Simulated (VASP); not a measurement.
# HC12 (a cell with a defect) in VASP: notebook

HC12 (a cell with a defect) is run at these levels: PBE; tasks: single point.

Program: VASP 6.6.1. These are calculated values, not measurements. Logs are shortened: lines on timing, memory, paths and dates and some standing lists are left out, and cuts for length are marked.

**1. The cell of the first run**

The cell holds a defect, 13 atoms: a = 4.374 Å, b = 4.374 Å, c = 4.374 Å, α = 80.41°, β = 70.53°, γ = 60.00°.

**2. Single point, PBE**

INCAR reads:

```
SYSTEM = HC12
ALGO = Normal ; EDIFF = 1E-7
ENCUT = 520 ; GGA = PE
ISIF = 2 ; ISMEAR = 0
LASPH = .True. ; LCHARG = .True.
LELF = .True. ; LREAL = .False.
LVHAR = .True. ; LWAVE = .False.
NBANDS = 36 ; NELECT = 48.0
NELM = 100 ; PREC = Accurate
SIGMA = 0.05
```

KPOINTS reads:

```
k-points
0
Gamma
  6 6 6
  0 0 0
```

POSCAR reads:

```
HC12
1.0
   -3.5715485858     -1.7857742929     -1.7857742929
   -1.7857742929     -3.5715485858      1.7857742929
   -3.5715485858      1.7857742929      1.7857742929
C H
12 1
Direct
    0.9166666667      0.6666666667      0.2500000000
    0.5833333333      0.3333333333      0.2500000000
    0.2500000000      0.0000000000      0.2500000000
    0.0833333333      0.3333333333      0.7500000000
    0.7500000000      0.0000000000      0.7500000000
    0.4166666667      0.6666666667      0.7500000000
    0.5416666667      0.6666666667      0.3750000000
    0.2083333333      0.3333333333      0.3750000000
    0.8750000000      0.0000000000      0.3750000000
    0.7083333333      0.3333333333      0.8750000000
    0.3750000000      0.0000000000      0.8750000000
    0.0416666667      0.6666666667      0.8750000000
    0.5416666667      0.6666666667     -0.1250000000
```

Potentials or basis: VASP PAW PBE potentials, release 64 (C, H).

Run with:

```sh
$ cat potpaw_PBE.64/C/POTCAR potpaw_PBE.64/H/POTCAR > POTCAR
$ mpirun -np 1 vasp_std > vasp.out
```

OUTCAR:

```text
SYSTEM = HC12
   EDIFF = 1E-7
   ENCUT = 520
   GGA = PE
   ISIF = 2
   ISMEAR = 0
   LASPH = .True.
   LREAL = .False.
   NELECT = 48.0
   NELM = 100
   PREC = Accurate

 ion  position               nearest neighbor table
   1  0.917  0.667  0.250-   9 1.55   7 1.55  12 1.55   8 1.55
   2  0.583  0.333  0.250-   8 1.55  10 1.55   9 1.55   7 1.55
   3  0.250  0.000  0.250-   8 1.55   9 1.55  11 1.55   7 1.55
   4  0.083  0.333  0.750-   8 1.55  10 1.55  11 1.55  12 1.55
   5  0.750  0.000  0.750-  10 1.55   9 1.55  11 1.55  12 1.55
   6  0.417  0.667  0.750-  13 0.89  11 1.55  12 1.55   7 1.55  10 1.55
   7  0.542  0.667  0.375-   1 1.55   6 1.55   3 1.55   2 1.55
   8  0.208  0.333  0.375-   3 1.55   2 1.55   4 1.55   1 1.55
   9  0.875  0.000  0.375-   1 1.55   3 1.55   5 1.55   2 1.55
  10  0.708  0.333  0.875-  13 1.26   5 1.55   2 1.55   4 1.55   6 1.55
  11  0.375  0.000  0.875-  13 1.26   6 1.55   3 1.55   5 1.55   4 1.55
  12  0.042  0.667  0.875-   1 1.55   6 1.55   5 1.55   4 1.55
  13  0.542  0.667  0.875-   6 0.89  11 1.26  10 1.26

  LATTYP: Found a base centered monoclinic cell.
 ALAT       =     4.3742358134
 B/A-ratio  =     1.7320508076
 C/A-ratio  =     1.0000000000
 COS(beta)  =    -0.3333333333

  Lattice vectors:

 A1 = (   1.7857742929,  -1.7857742929,   3.5715485858)
 A2 = (   1.7857742929,   3.5715485858,  -1.7857742929)
 A3 = (  -3.5715485858,   1.7857742929,   1.7857742929)

Analysis of symmetry for initial positions (statically):
=====================================================================
 Subroutine PRICEL returns:
 Original cell was already a primitive cell.

 Routine SETGRP: Setting up the symmetry group for a
 base centered monoclinic supercell.

 Subroutine GETGRP returns: Found  2 space group operations
 (whereof  1 operations were pure point group operations)
 out of a pool of  4 trial point group operations.

The static configuration has the point symmetry C_1 .
 The point group associated with its full space group is C_1h.

Analysis of symmetry for dynamics (positions and initial velocities):
=====================================================================
 Subroutine PRICEL returns:
 Original cell was already a primitive cell.

 Routine SETGRP: Setting up the symmetry group for a
 base centered monoclinic supercell.

[... 138 lines left out ...]
   NELECT =      48.0000    total number of electrons
   NUPDOWN=      -1.0000    fix difference up-down
   EMIN   =  10.00;   EMAX   =-10.00  energy-range for DOS
   EFERMI =   0.00;   METHOD = LEGACY
   ISMEAR =     0;   SIGMA  =   0.05  broadening in eV -4-tet -1-fermi 0-gaus
   EFERMI_NEDOS =   21; number of points for ismear=-14 and -15
   IALGO  =     38    algorithm
   IMIX   =      4    mixing-type and parameters
     AMIX     =   0.40;   BMIX     =  1.00
     AMIX_MAG =   1.60;   BMIX_MAG =  1.00
  volume/ion in A,a.u.               =       5.26        35.47
  Fermi-wavevector in a.u.,A,eV,Ry     =   1.455241  2.750007 28.813417  2.117726
  Thomas-Fermi vector in A             =   2.572298
   LORBIT       =      0    0 simple, 1 ext, 2 COOP (PROOUT), +10 PAW based schemes
   GGA     = PE    functional components
   LHFCALC =     F    Hartree Fock is set to
   AEXX    =    0.0000 exact exchange contribution
   IVDW    =     0    specifies the selected vdW correction
   LEPSILON=     F    determine dielectric tensor
   LRPA    =     F    only Hartree local field effects (RPA)
 non-spin polarized calculation
 Gauss-broadening in eV      SIGMA  =   0.05
  energy-cutoff  :      520.00
  volume of cell :       68.34
 maximum number of plane-waves:      1862
 NGX is ok and might be reduce to    36
   NGX = 17   NGY = 17   NGZ = 17

 number of electron      48.0000003 magnetization

 Free energy of the ion-electron system (eV)
  ---------------------------------------------------
  ext. energy  EPLUGINS =         0.00000000
  ---------------------------------------------------
  free energy    TOTEN  =      -117.08603914 eV

  energy without entropy =     -117.08603914  energy(sigma->0) =     -117.08603914

 E-fermi :  10.1615     XC(G=0): -13.2185

 val. band max:        9.8571481996   @ k =   0.0000   0.0000   0.0000
 cond. band min:      13.0701567628   @ k =   0.3333  -0.3333   0.3333
 fundamental gap:      3.2130085632
 Fermi energy:        10.1614712674

 k-point     1 :       0.0000    0.0000    0.0000
  band No.  band energies     occupation
      1     -12.7408      2.00000
      2      -7.9570      2.00000
      3      -5.1515      2.00000
      4      -4.7092      2.00000
      5      -4.0661      2.00000
      6      -3.8789      2.00000
[... 925 lines left out ...]
     35      19.4431      0.00000
     36      19.5621      0.00000

 [... further k-points ...]

------------------------ aborting loop because EDIFF is reached ----------------------------------------

  FORCE on cell =-STRESS in cart. coord.  units (eV):
  Direction    XX          YY          ZZ          XY          YZ          ZX
  --------------------------------------------------------------------------------------
  -------------------------------------------------------------------------------------
  Total        1.7307602     -7.0675626     -7.0675626      0.0846059     -3.3046608      0.0846059
  in kB       40.5776176   -165.6987749   -165.6987749      1.9835824    -77.4776653      1.9835819
  external PRESSURE =     -96.9399774 kB  Pullay stress =       0.0000000 kB

 VOLUME and BASIS-vectors are now :
 -----------------------------------------------------------------------------
  energy-cutoff  :      520.00
  volume of cell :       68.34
      direct lattice vectors                 reciprocal lattice vectors
    -3.571548586 -1.785774293 -1.785774293    -0.139995296 -0.046665099 -0.233325493
    -1.785774293 -3.571548586  1.785774293     0.000000000 -0.186660394  0.186660394
    -3.571548586  1.785774293  1.785774293    -0.139995296  0.139995296  0.139995296

 POSITION                                       TOTAL-FORCE (eV/Angst)
 -----------------------------------------------------------------------------------
     -5.35732     -3.57155     -0.00000        -0.243813      0.130770      0.130770
     -3.57155     -1.78577     -0.00000        -0.370569      0.603486      0.451433
     -1.78577      0.00000      0.00000        -0.370569      0.451433      0.603486
     -3.57155      0.00000      1.78577         0.485228     -0.335170     -0.755860
     -5.35732      0.00000      0.00000         0.485228     -0.755860     -0.335170
     -5.35732     -1.78577      1.78577        16.876695     -0.147654     -0.147654
     -4.46444     -2.67866      0.89289        -0.311778     -0.474618     -0.474618
     -2.67866     -0.89289      0.89289         0.283933     -0.208974     -0.218685
     -4.46444     -0.89289     -0.89289         0.283933     -0.218685     -0.208974
     -6.25021     -0.89289      0.89289        -1.439965      3.175357     -2.741226
     -4.46444      0.89289      0.89289        -1.439965     -2.741226      3.175357
     -4.46444     -0.89289      2.67866        -0.908318      0.468905      0.468905
     -6.25021     -1.78577      1.78577       -13.330041      0.052237      0.052237
 -----------------------------------------------------------------------------------
    total drift:                                0.000090     -0.000021     -0.000021

  FREE ENERGIE OF THE ION-ELECTRON SYSTEM (eV)
  ---------------------------------------------------
  free  energy   TOTEN  =      -117.0860391359 eV

  energy  without entropy=     -117.0860391359  energy(sigma->0) =     -117.08603914
```

OSZICAR:

```text
N       E                     dE             d eps       ncg     rms          rms(c)
DAV:   1     0.116570471933E+03    0.11657E+03   -0.25400E+04  4896   0.131E+03
DAV:   2    -0.111354328000E+03   -0.22792E+03   -0.21489E+03  6328   0.256E+02
DAV:   3    -0.120288647836E+03   -0.89343E+01   -0.88682E+01  6468   0.464E+01
DAV:   4    -0.120386402036E+03   -0.97754E-01   -0.97522E-01  6456   0.532E+00
DAV:   5    -0.120388335783E+03   -0.19337E-02   -0.19321E-02  6236   0.694E-01    0.140E+01
DAV:   6    -0.118025184596E+03    0.23632E+01   -0.16060E+00  5864   0.649E+00    0.834E+00
DAV:   7    -0.117079008215E+03    0.94618E+00   -0.22572E+00  5832   0.748E+00    0.188E+00
DAV:   8    -0.117084213432E+03   -0.52052E-02   -0.75038E-02  6128   0.151E+00    0.618E-01
DAV:   9    -0.117086044540E+03   -0.18311E-02   -0.75310E-03  6300   0.494E-01    0.101E-01
DAV:  10    -0.117085972431E+03    0.72109E-04   -0.46329E-04  6256   0.134E-01    0.489E-02
DAV:  11    -0.117086027311E+03   -0.54879E-04   -0.14968E-04  6364   0.740E-02    0.193E-02
DAV:  12    -0.117086036312E+03   -0.90014E-05   -0.17946E-05  6300   0.241E-02    0.726E-03
DAV:  13    -0.117086039159E+03   -0.28467E-05   -0.41203E-06  5992   0.128E-02    0.275E-03
DAV:  14    -0.117086039136E+03    0.22784E-07   -0.57954E-07  6240   0.429E-03
   1 F= -.11708604E+03 E0= -.11708604E+03  d E =-.106536E-19
```

stdout:

```text
POSCAR found type information on POSCAR C H
 POSCAR found :  2 types and      13 ions
 scaLAPACK will be used
 LDA part: xc-table for (Slater+PW92), standard interpolation
 POSCAR, INCAR and KPOINTS ok, starting setup
 FFT: planning ... GRIDC
 FFT: planning ... GRID_SOFT
 FFT: planning ... GRID
 WAVECAR not read
 entering main loop
 the old and the new charge density differ
 old charge density:    49.00000 new   48.00000
    0.140E+01
```

Wall time 78 s (1 thread of Intel Xeon 6975P-C (Granite Rapids), shared host); peak memory 0.26 GiB.

What came out:

```yaml
Free_energy: -117.0860 eV
Largest_force: 16.878 eV/Å
```

Forces on the atoms (eV/Å):
```
C    -0.244   0.131   0.131
C    -0.371   0.603   0.451
C    -0.371   0.451   0.603
C     0.485  -0.335  -0.756
C     0.485  -0.756  -0.335
C    16.877  -0.148  -0.148
C    -0.312  -0.475  -0.475
C     0.284  -0.209  -0.219
C     0.284  -0.219  -0.209
C    -1.440   3.175  -2.741
C    -1.440  -2.741   3.175
C    -0.908   0.469   0.469
H   -13.330   0.052   0.052
```

Caveat: the cell carries a net charge on a neutralising background, which shifts energy and pressure; the cell is charged against a uniform background, so pressure and absolute levels hang on convention.

**3. Single point, PBE**

INCAR reads:

```
PREC = Accurate
ENCUT = 520
EDIFF = 1E-6
ISMEAR = 0
SIGMA = 0.05
LREAL = F
LASPH = T
NELM = 80
ALGO = Normal
ISIF = 2
LWAVE = F
LCHARG = F
GGA = PE
NELECT = 48.0
NBANDS = 36
```

KPOINTS reads:

```
Automatic mesh
0
Gamma
  6 6 6
```

POSCAR: that of step 2 with these lines changed.

```diff
@@ -20,2 +20,2 @@
     0.0416666667      0.6666666667      0.8750000000
-    0.5416666667      0.6666666667     -0.1250000000
+    0.7916666667      0.6666666667      0.1250000000
```

Potentials or basis: VASP PAW PBE potentials, release 64 (C, H).

Run with:

```sh
$ cat potpaw_PBE.64/C/POTCAR potpaw_PBE.64/H/POTCAR > POTCAR
$ mpirun -np 1 vasp_std > vasp.out
```

Run time: 87 s. Hardware: 1 thread of Intel Xeon 6975P-C (Granite Rapids), shared host; peak memory 0.26 GiB.

Results (log left out):

- Free energy: -117.1175 eV
- Largest force: 16.788 eV/Å

Forces in eV/Å, atoms in the order of the input:
```
C   -16.788  -0.012  -0.012
C     0.308   0.102  -0.155
C     0.308  -0.155   0.102
C     0.235   0.192  -0.134
C     0.235  -0.134   0.192
C    -1.111   0.034   0.034
C     1.466   3.171   3.171
C     0.006   0.306  -0.117
C     0.006  -0.117   0.306
C     0.194  -0.010  -0.175
C     0.194  -0.175  -0.010
C     1.584  -3.163  -3.163
H    13.364  -0.038  -0.038
```

Levels at points of the mesh, in eV from the Fermi level:
```tsv
k point	band 21	band 22	band 23	band 24	band 25	band 26	band 27	band 28
(0.00, 0.00, 0.00)	-3.07	-0.59	-0.42	-0.24	3.21	5.14	5.15	5.74
(0.50, 0.00, 0.00)	-4.57	-4.32	-2.66	-2.18	5.22	5.84	6.09	6.55
(0.00, 0.50, 0.00)	-3.35	-3.03	-2.25	-1.35	2.91	4.52	6.75	6.94
(0.00, 0.00, 0.50)	-2.75	-2.19	-1.85	-1.83	6.08	6.48	6.75	6.90
(0.50, 0.00, 0.50)	-3.82	-3.52	-3.03	-2.98	3.36	4.33	4.37	5.96
(0.00, 0.50, 0.50)	-4.66	-4.18	-4.15	-4.01	5.13	5.61	5.93	5.93
```

Caveat: the cell carries a net charge on a neutralising background, which shifts energy and pressure; the cell is charged against a uniform background, so pressure and absolute levels hang on convention.

**4. Single point, PBE**

INCAR reads:

```
PREC = Accurate
ENCUT = 520
EDIFF = 1E-7
ISMEAR = 0
SIGMA = 0.05
LREAL = F
LASPH = T
NELM = 100
ALGO = Normal
ISIF = 2
LWAVE = F
LCHARG = T
GGA = PE
LELF = T
LVHAR = T
NBANDS = 36
NELECT = 48.0
```

KPOINTS reads:

```
regular mesh
0
Gamma
  6 6 6
```

POSCAR: that of step 3 with these lines changed.

```diff
@@ -20,2 +20,2 @@
     0.0416666667      0.6666666667      0.8750000000
-    0.7916666667      0.6666666667      0.1250000000
+    0.6666666667      0.6666666667      0.0000000000
```

Run with:

```sh
$ cat potpaw_PBE.64/C/POTCAR potpaw_PBE.64/H/POTCAR > POTCAR
$ mpirun -np 1 vasp_std > vasp.out
```

It took 83 s on 1 thread of Intel Xeon 6975P-C (Granite Rapids), shared host; peak memory 0.26 GiB.

Results (log left out):

| Item | Value |
| --- | --- |
| Free energy | -118.1196 eV |
| Largest force | 1.004 eV/Å |

Forces in eV/Å, atoms in the order of the input:
```
C   -0.972  0.080  0.080
C   -0.123  0.982  0.171
C   -0.123  0.171  0.982
C    0.277 -0.266 -0.899
C    0.277 -0.899 -0.266
C    0.739 -0.097 -0.097
C   -0.440  0.381  0.381
C    0.142 -0.151 -0.084
C    0.142 -0.084 -0.151
C    0.395  0.566 -0.384
C    0.395 -0.384  0.566
C   -0.595 -0.396 -0.396
H   -0.114  0.098  0.098
```

Levels at points of the mesh, in eV from the Fermi level:
```csv
k point,band 22,band 23,band 24,band 25,band 26,band 27
"(0.00, 0.00, 0.00)",-0.26,-0.25,-0.25,2.55,5.22,5.23
"(0.50, 0.00, 0.00)",-4.41,-2.31,-2.21,2.17,5.90,6.32
"(0.00, 0.50, 0.00)",-3.04,-1.65,-1.60,1.36,4.51,6.54
"(0.00, 0.00, 0.50)",-2.18,-1.83,-1.83,2.60,6.82,6.92
"(0.50, 0.00, 0.50)",-3.64,-3.04,-3.01,0.89,4.51,5.44
"(0.00, 0.50, 0.50)",-4.26,-4.17,-4.04,1.51,5.84,5.98
```

Caveat: the cell carries a net charge on a neutralising background, which shifts energy and pressure; the cell is charged against a uniform background, so pressure and absolute levels hang on convention.

(Continued in part 2 of 2.)
